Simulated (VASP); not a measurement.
# CdSnAu2Se4 (I-42m) in VASP: a series of runs

Runs on CdSnAu2Se4. Level: PBE. Tasks: single point.

Program: VASP 6.6.1. These are calculated values, not measurements. Logs are shortened: lines on timing, memory, paths and dates and some standing lists are left out, and cuts for length are marked.

**1. The cell of the first run**

Symmetry: I-42m, No. 121, tetragonal system. Conventional cell: a = 5.942 Å, b = 5.942 Å, c = 11.426 Å, α = 90.00°, β = 90.00°, γ = 90.00°. Within 3.2 Å of Sn (site symmetry -42m) lie 4 Se at 2.46 Å. Within 3.3 Å of Au (site symmetry -4) lie 4 Se at 2.49 Å. Within 3.2 Å of Se (site symmetry m) lie 1 Sn at 2.46 Å and 2 Au at 2.49 Å and 1 Cd at 2.74 Å. Cd (site symmetry -42m) has 4 Se at 2.74 Å within 3.6 Å.

**2. Single point, PBE**

INCAR

```
SYSTEM = CdSnAu2Se4
ALGO     = Normal         ! electronic algorithm
EDIFF    = 1E-6           ! SCF threshold, eV
ENCUT    = 520            ! plane-wave cutoff, eV
GGA      = PE             ! functional
ISIF     = 2              ! what is computed and relaxed
ISMEAR   = -1             ! smearing method
LASPH    = .TRUE.         ! aspherical terms in the spheres
LCHARG   = .TRUE.         ! write CHGCAR
LELF     = .TRUE.         ! ELF
LREAL    = .FALSE.        ! projectors in reciprocal space
LVHAR    = .TRUE.       
LWAVE    = .FALSE.        ! write WAVECAR
NBANDS   = 46             ! bands
NELM     = 100            ! most SCF steps
PREC     = Accurate       ! precision mode
SIGMA    = 0.1            ! smearing width, eV
```

KPOINTS

```
k-points
0
G
  4 4 4
  0 0 0
```

POSCAR

```
CdSnAu2Se4
1.0
    0.0000000000      5.9420280000      0.0000000000
    5.9420280000      0.0000000000      0.0000000000
    2.9710140000      2.9710140000     -5.7130080000
Sn Au Se Cd
1 2 4 1
Direct
    0.5000000000      0.5000000000      0.0000000000
    0.2500000000      0.7500000000      0.5000000000
    0.7500000000      0.2500000000      0.5000000000
    0.4042000000      0.4042000000      0.7326000000
    0.5958000000      0.1368000000      0.2674000000
    0.8632000000      0.8632000000      0.7326000000
    0.1368000000      0.5958000000      0.2674000000
    0.0000000000      0.0000000000      0.0000000000
```

Potentials or basis: VASP PAW PBE potentials, release 64 (Sn_d, Au, Se, Cd).

Command:

```console
$ cat potpaw_PBE.64/Sn_d/POTCAR potpaw_PBE.64/Au/POTCAR potpaw_PBE.64/Se/POTCAR potpaw_PBE.64/Cd/POTCAR > POTCAR
$ mpirun -np 1 vasp_std > vasp.out
```

OUTCAR:

```text
SYSTEM = CdSnAu2Se4
   EDIFF = 1E-6
   ENCUT = 520
   GGA = PE
   ISIF = 2
   ISMEAR = -1
   LASPH = .TRUE.
   LREAL = .FALSE.
   NELM = 100
   PREC = Accurate

 ion  position               nearest neighbor table
   1  0.500  0.500  0.000-   6 2.46   5 2.46   4 2.46   7 2.46
   2  0.250  0.750  0.500-   4 2.49   5 2.49   6 2.49   7 2.49
   3  0.750  0.250  0.500-   4 2.49   5 2.49   6 2.49   7 2.49
   4  0.404  0.404  0.733-   1 2.46   2 2.49   3 2.49   8 2.74
   5  0.596  0.137  0.267-   1 2.46   2 2.49   3 2.49   8 2.74
   6  0.863  0.863  0.733-   1 2.46   2 2.49   3 2.49   8 2.74
   7  0.137  0.596  0.267-   1 2.46   2 2.49   3 2.49   8 2.74
   8  0.000  0.000  0.000-   4 2.74   5 2.74   6 2.74   7 2.74

  LATTYP: Found a body centered tetragonal cell.
 ALAT       =     5.9420280000
 C/A-ratio  =     1.9229152067

  Lattice vectors:

 A1 = (  -2.9710140000,   2.9710140000,   5.7130080000)
 A2 = (   2.9710140000,  -2.9710140000,   5.7130080000)
 A3 = (   2.9710140000,   2.9710140000,  -5.7130080000)

Analysis of symmetry for initial positions (statically):
=====================================================================
 Subroutine PRICEL returns:
 Original cell was already a primitive cell.

 Routine SETGRP: Setting up the symmetry group for a
 body centered tetragonal supercell.

 Subroutine GETGRP returns: Found  8 space group operations
 (whereof  8 operations were pure point group operations)
 out of a pool of 16 trial point group operations.

The static configuration has the point symmetry D_2d.

Analysis of symmetry for dynamics (positions and initial velocities):
=====================================================================
 Subroutine PRICEL returns:
 Original cell was already a primitive cell.

 Routine SETGRP: Setting up the symmetry group for a
 body centered tetragonal supercell.

 Subroutine GETGRP returns: Found  8 space group operations
 (whereof  8 operations were pure point group operations)
 out of a pool of 16 trial point group operations.

The dynamic configuration has the point symmetry D_2d.

 Subroutine INISYM returns: Found  8 space group operations
 (whereof  8 operations are pure point group operations),
 and found     1 'primitive' translations

----------------------------------------------------------------------------------------

                                     Primitive cell

  volume of cell :     201.7132

  direct lattice vectors                    reciprocal lattice vectors
     0.000000000  5.942028000  0.000000000     0.000000000  0.168292711  0.087519569
     5.942028000  0.000000000  0.000000000     0.168292711  0.000000000  0.087519569
     2.971014000  2.971014000 -5.713008000     0.000000000  0.000000000 -0.175039139

  length of vectors
     5.942028000  5.942028000  7.091707043     0.189689514  0.189689514  0.175039139

  position of ions in fractional coordinates (direct lattice)
     0.500000000  0.500000000  0.000000000
     0.250000000  0.750000000  0.500000000
     0.750000000  0.250000000  0.500000000
     0.404200000  0.404200000  0.732600000
     0.595800000  0.136800000  0.267400000
     0.863200000  0.863200000  0.732600000
     0.136800000  0.595800000  0.267400000
     0.000000000  0.000000000  0.000000000

  ion indices of the primitive-cell ions
   primitive index   ion index
                 1           1
                 2           2
                 3           3
                 4           4
                 5           5
                 6           6
                 7           7
                 8           8

----------------------------------------------------------------------------------------

 KPOINTS: k-points

Automatic generation of k-mesh.
 Grid dimensions read from file:
 generate k-points for:    4    4    4

 Generating k-lattice:

  Cartesian coordinates                     Fractional coordinates (reciprocal lattice)
     0.000000000  0.042073178  0.021879892     0.250000000  0.000000000  0.000000000
     0.042073178  0.000000000  0.021879892     0.000000000  0.250000000  0.000000000
     0.000000000  0.000000000 -0.043759785     0.000000000  0.000000000  0.250000000

  Length of vectors
     0.047422378  0.047422378  0.043759785

  Shift w.r.t. Gamma in fractional coordinates (k-lattice)
     0.000000000  0.000000000  0.000000000

 Subroutine IBZKPT returns following result:
 ===========================================

 Found     13 irreducible k-points:

 Following reciprocal coordinates:
            Coordinates               Weight
  0.000000  0.000000  0.000000      1.000000
  0.250000  0.000000  0.000000      8.000000
  0.500000  0.000000  0.000000      4.000000
  0.250000  0.250000  0.000000      8.000000
  0.500000  0.250000 -0.000000     16.000000
 -0.250000  0.250000  0.000000      4.000000
  0.500000  0.500000  0.000000      2.000000
  0.000000  0.000000  0.250000      2.000000
  0.500000  0.000000  0.250000      4.000000
 -0.250000  0.000000  0.250000      8.000000
  0.500000  0.500000  0.250000      2.000000
 -0.250000 -0.250000  0.250000      4.000000
  0.000000  0.000000  0.500000      1.000000
   k-points           NKPTS =     13   k-points in BZ     NKDIM =     13   number of bands    NBANDS=     46
   number of dos      NEDOS =    301   number of ions     NIONS =      8
   total plane-waves  NPLWV = 124416
   dimension x,y,z NGX =    48 NGY =   48 NGZ =   54
   dimension x,y,z NGXF=    96 NGYF=   96 NGZF=  108
   ions per type =               1   2   4   1
   NGX,Y,Z   is equivalent  to a cutoff of  13.43, 13.43, 12.66 a.u.
   NGXF,Y,Z  is equivalent  to a cutoff of  26.86, 26.86, 25.32 a.u.
 SYSTEM =  CdSnAu2Se4
   PREC   = accura    normal or accurate (medium, high low for compatibility)
   ISTART =      0    job   : 0-new  1-cont  2-samecut
   ICHARG =      2    charge: 1-file 2-atom 10-const
   ISPIN  =      1    spin polarized calculation?
   LNONCOLLINEAR =      F non collinear calculations
   LSORBIT =      F    spin-orbit coupling
   LASPH  =      T    aspherical Exc in radial PAW
   ENCUT  =  520.0 eV  38.22 Ry    6.18 a.u.  11.05 11.05 13.19*2*pi/ulx,y,z
   NELM   =    100;   NELMIN=  2; NELMDL= -5     # of ELM steps
   EDIFF  = 0.1E-05   stopping-criterion for ELM
   LREAL  =      F    real-space projection
   EDIFFG = 0.1E-04   stopping-criterion for IOM
   NSW    =      0    number of steps for IOM
   IBRION =     -1    ionic relax: 0-MD 1-quasi-New 2-CG
   NFREE  =      0    steps in history (QN), initial steepest desc. (CG)
   ISIF   =      2    stress and relaxation
   ISYM   =      2    0-nonsym 1-usesym 2-fastsym
   POTIM  = 0.5000    time-step for ionic-motion
   TEBEG  =    0.0;   TEEND  =   0.0 temperature during run
   PSTRESS=    0.0 pullay stress
   NELECT =      72.0000    total number of electrons
   NUPDOWN=      -1.0000    fix difference up-down
   EMIN   =  10.00;   EMAX   =-10.00  energy-range for DOS
   EFERMI =   0.00;   METHOD = LEGACY
   ISMEAR =    -1;   SIGMA  =   0.10  broadening in eV -4-tet -1-fermi 0-gaus
   EFERMI_NEDOS =   21; number of points for ismear=-14 and -15
   IALGO  =     38    algorithm
   IMIX   =      4    mixing-type and parameters
     AMIX     =   0.40;   BMIX     =  1.00
     AMIX_MAG =   1.60;   BMIX_MAG =  1.00
  volume/ion in A,a.u.               =      25.21       170.15
  Fermi-wavevector in a.u.,A,eV,Ry     =   1.161291  2.194521 18.348762  1.348596
  Thomas-Fermi vector in A             =   2.297864
   LORBIT       =      0    0 simple, 1 ext, 2 COOP (PROOUT), +10 PAW based schemes
   GGA     = PE    functional components
   LHFCALC =     F    Hartree Fock is set to
   AEXX    =    0.0000 exact exchange contribution
   IVDW    =     0    specifies the selected vdW correction
   LEPSILON=     F    determine dielectric tensor
   LRPA    =     F    only Hartree local field effects (RPA)
 non-spin polarized calculation
  energy-cutoff  :      520.00
  volume of cell :      201.71
 maximum number of plane-waves:      5444
 NGX is ok and might be reduce to    48
   NGX = 23   NGY = 23   NGZ = 27

 number of electron      72.0000000 magnetization

 Free energy of the ion-electron system (eV)
  ---------------------------------------------------
  ext. energy  EPLUGINS =         0.00000000
  ---------------------------------------------------
  free energy    TOTEN  =       -25.86352440 eV

  energy without entropy =      -25.85133066  energy(sigma->0) =      -25.85742753

 E-fermi :   4.6608     XC(G=0):  -9.5535

 val. band max:        4.5810956850   @ k =   0.0000   0.0000   0.0000
 cond. band min:       4.9931671026   @ k =   0.5000   0.5000   0.0000
 fundamental gap:      0.4120714177
 Fermi energy:         4.6608337790

 k-point     1 :       0.0000    0.0000    0.0000
  band No.  band energies     occupation
      1     -17.8733      2.00000
      2     -17.8733      2.00000
      3     -17.8459      2.00000
      4     -17.7685      2.00000
      5     -17.7592      2.00000
      6     -10.2955      2.00000
[... 38 lines left out ...]
     45       9.4247      0.00000
     46       9.7722      0.00000

 k-point     2 :       0.2500    0.0000    0.0000
  band No.  band energies     occupation
      1     -17.8733      2.00000
      2     -17.8733      2.00000
      3     -17.8460      2.00000
      4     -17.7685      2.00000
      5     -17.7591      2.00000
      6     -10.1613      2.00000
[... 38 lines left out ...]
     45       9.5702      0.00000
     46       9.9516      0.00000

 k-point     3 :       0.5000    0.0000    0.0000
  band No.  band energies     occupation
      1     -17.8734      2.00000
      2     -17.8733      2.00000
      3     -17.8460      2.00000
      4     -17.7684      2.00000
      5     -17.7590      2.00000
      6      -9.9653      2.00000
[... 479 lines left out ...]
     45       9.7149      0.00000
     46       9.8904      0.00000

 k-point    13 :       0.0000    0.0000    0.5000
  band No.  band energies     occupation
      1     -17.8731      2.00000
      2     -17.8731      2.00000
      3     -17.8460      2.00000
      4     -17.7684      2.00000
      5     -17.7592      2.00000
      6      -9.9099      2.00000
[... 38 lines left out ...]
     45      10.2467      0.00000
     46      10.2467      0.00000

------------------------ aborting loop because EDIFF is reached ----------------------------------------

  FORCE on cell =-STRESS in cart. coord.  units (eV):
  Direction    XX          YY          ZZ          XY          YZ          ZX
  --------------------------------------------------------------------------------------
  -------------------------------------------------------------------------------------
  Total       12.7218071     12.7218071     12.5250978      0.0000000      0.0000000      0.0000000
  in kB      101.0474057    101.0474057     99.4849733      0.0000000      0.0000000      0.0000000
  external PRESSURE =     100.5265949 kB  Pullay stress =       0.0000000 kB

 VOLUME and BASIS-vectors are now :
 -----------------------------------------------------------------------------
  energy-cutoff  :      520.00
  volume of cell :      201.71
      direct lattice vectors                 reciprocal lattice vectors
     0.000000000  5.942028000  0.000000000     0.000000000  0.168292711  0.087519569
     5.942028000  0.000000000  0.000000000     0.168292711  0.000000000  0.087519569
     2.971014000  2.971014000 -5.713008000     0.000000000  0.000000000 -0.175039139

 POSITION                                       TOTAL-FORCE (eV/Angst)
 -----------------------------------------------------------------------------------
      2.97101      2.97101      0.00000        -0.000000      0.000000      0.000000
      5.94203      2.97101     -2.85650        -0.000000     -0.000000      0.000000
      2.97101      5.94203     -2.85650        -0.000000     -0.000000      0.000000
      4.57833      4.57833     -4.18535        -0.914290     -0.914290     -0.184647
      1.60732      4.33471     -1.52766        -0.914290      0.914290      0.184647
      7.30572      7.30572     -4.18535         0.914290      0.914290     -0.184647
      4.33471      1.60732     -1.52766         0.914290     -0.914290      0.184647
      0.00000      0.00000      0.00000        -0.000000      0.000000      0.000000
 -----------------------------------------------------------------------------------
    total drift:                               -0.000000     -0.000000      0.000001

  FREE ENERGIE OF THE ION-ELECTRON SYSTEM (eV)
  ---------------------------------------------------
  free  energy   TOTEN  =       -25.8635243975 eV

  energy  without entropy=      -25.8513306615  energy(sigma->0) =      -25.85742753
```

Run time: 6.4 min. Hardware: 1 thread of Oxide Virtual Turin-like, shared host; peak memory 0.39 GiB.

What came out:

* Free energy: -25.8635 eV
* Pressure: 10.1 GPa
* Largest force: 1.306 eV/Å
* Band gap on the k mesh: zero (filled and empty bands touch)

Forces in eV/Å, atoms in the order of the input:
```
Sn   0.000  0.000  0.000
Au   0.000  0.000  0.000
Au   0.000  0.000  0.000
Se  -0.914 -0.914 -0.185
Se  -0.914  0.914  0.185
Se   0.914  0.914 -0.185
Se   0.914 -0.914  0.185
Cd   0.000  0.000  0.000
```

Caveat: the cell stands under pressure; spin-orbit coupling is left out, which moves the levels of the heavy elements; forces of over 1 eV/Å act on the atoms, so gaps and moduli don't describe the material at rest.

**3. Single point, PBE**

INCAR

```
  ALGO = Normal
  EDIFF = 1E-6
  ENCUT = 520
  GGA = PE
  ISIF = 2
  ISMEAR = 1
  LASPH = T
  LCHARG = T
  LELF = T
  LREAL = F
  LVHAR = T
  LWAVE = F
  NBANDS = 46
  NELM = 60
  PREC = Accurate
  SIGMA = 0.05
```

KPOINTS

```
k-points
0
Gamma
  4 4 4
```

POSCAR is that of step 2.

Potentials or basis: VASP PAW PBE potentials, release 64 (Sn_d, Au, Se, Cd).

Command:

```console
$ cat potpaw_PBE.64/Sn_d/POTCAR potpaw_PBE.64/Au/POTCAR potpaw_PBE.64/Se/POTCAR potpaw_PBE.64/Cd/POTCAR > POTCAR
$ mpirun -np 1 vasp_std > vasp.out
```

OUTCAR:

```text
EDIFF = 1E-6
   ENCUT = 520
   GGA = PE
   ISIF = 2
   ISMEAR = 1
   LASPH = T
   LREAL = F
   NELM = 60
   PREC = Accurate

 ion  position               nearest neighbor table
   1  0.500  0.500  0.000-   6 2.46   5 2.46   4 2.46   7 2.46
   2  0.250  0.750  0.500-   4 2.49   5 2.49   6 2.49   7 2.49
   3  0.750  0.250  0.500-   4 2.49   5 2.49   6 2.49   7 2.49
   4  0.404  0.404  0.733-   1 2.46   2 2.49   3 2.49   8 2.74
   5  0.596  0.137  0.267-   1 2.46   2 2.49   3 2.49   8 2.74
   6  0.863  0.863  0.733-   1 2.46   2 2.49   3 2.49   8 2.74
   7  0.137  0.596  0.267-   1 2.46   2 2.49   3 2.49   8 2.74
[... 837 lines left out ...]
  Total       12.7012136     12.7012136     12.5288133      0.0000000      0.0000000      0.0000000
  in kB      100.8838345    100.8838345     99.5144847      0.0000000      0.0000000      0.0000000
  external PRESSURE =     100.4273846 kB  Pullay stress =       0.0000000 kB

 VOLUME and BASIS-vectors are now :
 -----------------------------------------------------------------------------
  energy-cutoff  :      520.00
  volume of cell :      201.71
      direct lattice vectors                 reciprocal lattice vectors
     0.000000000  5.942028000  0.000000000     0.000000000  0.168292711  0.087519569
     5.942028000  0.000000000  0.000000000     0.168292711  0.000000000  0.087519569
     2.971014000  2.971014000 -5.713008000     0.000000000  0.000000000 -0.175039139

 POSITION                                       TOTAL-FORCE (eV/Angst)
 -----------------------------------------------------------------------------------
      2.97101      2.97101      0.00000         0.000000     -0.000000     -0.000000
      5.94203      2.97101     -2.85650         0.000000     -0.000000     -0.000000
      2.97101      5.94203     -2.85650         0.000000     -0.000000     -0.000000
      4.57833      4.57833     -4.18535        -0.913378     -0.913378     -0.188274
      1.60732      4.33471     -1.52766        -0.913378      0.913378      0.188274
      7.30572      7.30572     -4.18535         0.913378      0.913378     -0.188274
      4.33471      1.60732     -1.52766         0.913378     -0.913378      0.188274
      0.00000      0.00000      0.00000         0.000000     -0.000000     -0.000000
 -----------------------------------------------------------------------------------
    total drift:                               -0.000000     -0.000000      0.000001

  FREE ENERGIE OF THE ION-ELECTRON SYSTEM (eV)
  ---------------------------------------------------
  free  energy   TOTEN  =       -25.8573796574 eV

  energy  without entropy=      -25.8569613996  energy(sigma->0) =      -25.85724024
```

stdout:

```text
POSCAR found type information on POSCAR SnAuSeCd
 POSCAR found :  4 types and       8 ions
 scaLAPACK will be used
 LDA part: xc-table for (Slater+PW92), standard interpolation
 POSCAR, INCAR and KPOINTS ok, starting setup
 FFT: planning ... GRIDC
 FFT: planning ... GRID_SOFT
 FFT: planning ... GRID
 WAVECAR not read
 entering main loop
```

Run time: 5.3 min. Hardware: 1 thread of Oxide Virtual Turin-like, shared host; peak memory 0.38 GiB.

Results:

* Free energy: -25.8574 eV
* Pressure: 10.0 GPa
* Largest force: 1.305 eV/Å
* Band gap on the k mesh: zero (filled and empty bands touch)

Forces on the atoms (eV/Å):
```
Sn   0.000  0.000  0.000
Au   0.000  0.000  0.000
Au   0.000  0.000  0.000
Se  -0.913 -0.913 -0.188
Se  -0.913  0.913  0.188
Se   0.913  0.913 -0.188
Se   0.913 -0.913  0.188
Cd   0.000  0.000  0.000
```

Caveat: the cell stands under pressure; spin-orbit coupling is left out, which moves the levels of the heavy elements; forces of over 1 eV/Å act on the atoms, so gaps and moduli don't describe the material at rest.

The gap in the log of VASP goes by the Fermi energy; the results here count the filled bands.